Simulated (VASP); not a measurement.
KF:

```
CELL_PARAMETERS angstrom
-0.00724 2.92816 2.92816
2.92816 -0.00724 2.92816
2.92816 2.92816 -0.00724
ATOMIC_POSITIONS crystal
K 0.99978 0.99978 0.99978
F 0.25022 0.25022 0.25022
```

This cell differs from its parent crystal: strain along [111] -0.4%.

Base run:

* Program: VASP 6.6.1
* Functional: PBE
* Potentials or basis: VASP PAW PBE potentials, release 64 (K_sv, F)
* Cutoff: 520 eV
* k mesh: 8 × 8 × 8
* Occupations: fermi-dirac, width 0.02 eV
* Spin: no spin polarisation

Its results: band gap on the k mesh 5.17 eV, indirect (least direct gap 5.38 eV); pressure 1.0 GPa.

Task: The run is repeated on the same cell with these changes: functional from PBE to r2SCAN; occupations from fermi-dirac, width 0.02 eV to gaussian, width 0.01 eV. What comes out?

Result: Band gap on the k mesh 5.75 eV, indirect (least direct gap 5.96 eV); pressure 0.1 GPa.

Caveats: the PAW data sets were made with another functional, which shifts forces and pressure a little (some runs).

A k mesh can miss the band edges.
